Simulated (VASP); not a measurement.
Wanted: the native input for a VASP 6.6.1 run.

```
Task                   : single point
Functional             : PBE
Potentials or basis    : VASP PAW PBE potentials, release 64 (Be, Rh_pv)
Cutoff                 : 520 eV
k mesh                 : 6 × 6 × 6
Occupations            : gaussian, width 0.1 eV
Spin                   : no spin polarisation
Dipole correction      : no
Further INCAR settings : ALGO = Fast; EDIFF = 1e-07; NBANDS = 32
```

The structure of BeRh3 lies in POSCAR:

```
BeRh3
1.0
    3.7306233485      0.0000000000      0.0000000000
    0.0000000000      3.7306233485      0.0000000000
    0.0000000000      0.0000000000      3.7306233485
Be Rh
1 3
Direct
    0.0000000000      0.0000000000      0.0000000000
    0.0000000000      0.5000000000      0.5000000000
    0.5000000000      0.0000000000      0.5000000000
    0.5000000000      0.5000000000      0.0000000000
```

The input as run:

INCAR

```
SYSTEM = BeRh3
PREC = Accurate
ENCUT = 520
EDIFF = 1E-7
ISMEAR = 0
SIGMA = 0.1
LREAL = .False.
LASPH = .True.
NELM = 100
ALGO = Fast
ISIF = 2
LWAVE = .False.
LCHARG = .False.
GGA = PE
NBANDS = 32
```

KPOINTS

```
regular mesh
0
Gamma
  6 6 6
  0 0 0
```

Potentials or basis: VASP PAW PBE potentials, release 64 (Be, Rh_pv).

Run with:

```sh
$ cat potpaw_PBE.64/Be/POTCAR potpaw_PBE.64/Rh_pv/POTCAR > POTCAR
$ mpirun -np 1 vasp_std > vasp.out
```

It gave:

```
Pressure : 0.0 GPa
```

It took 29 s on 1 thread of Intel(R) Xeon(R) Platinum 8259CL CPU @ 2.50GHz (Skylake/Cascade Lake), on a shared host, peak memory 0.16 GiB.
